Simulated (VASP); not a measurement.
A run of VASP 6.6.1:

File INCAR:

```
  ALGO = Normal
  EDIFF = 1E-6
  ENCUT = 520
  GGA = PE
  ISIF = 2
  ISMEAR = 0
  LASPH = True
  LCHARG = True
  LELF = True
  LREAL = False
  LVHAR = True
  LWAVE = False
  NBANDS = 30
  NELM = 60
  PREC = Accurate
  SIGMA = 0.1
```

The input KPOINTS:

```
k-points
0
Gamma
  12 12 4
```

File POSCAR:

```
LuBeSi4
1.0
    4.8155107693      0.0000000000      0.0000000000
   -2.4077553847      4.1703546584      0.0000000000
    0.0000000000      0.0000000000      9.5277926054
Lu Be Si
1 1 4
Direct
    0.0000000000      0.0000000000      0.5000000000
    0.0000000000      0.0000000000      0.0000000000
    0.0000000000      0.0000000000      0.2247186457
    0.0000000000      0.0000000000      0.7752813543
    0.3333333333      0.6666666667      0.5000000000
    0.6666666667      0.3333333333      0.5000000000
```

Potentials or basis: VASP PAW PBE potentials, release 64 (Lu, Be, Si).

The run is started by

```bash
$ cat potpaw_PBE.64/Lu/POTCAR potpaw_PBE.64/Be/POTCAR potpaw_PBE.64/Si/POTCAR > POTCAR
$ mpirun -np 1 vasp_std > vasp.out
```

Hardware: 1 thread of AMD EPYC 9R45 96-Core Processor (Zen 5) (shared host).

**Question.** Estimate the wall time of this run.

**Answer.** Run time: 3.1 min on 1 thread of AMD EPYC 9R45 96-Core Processor (Zen 5) (shared host), peak memory 0.48 GiB. Counts: scf iterations 15, k points 57.
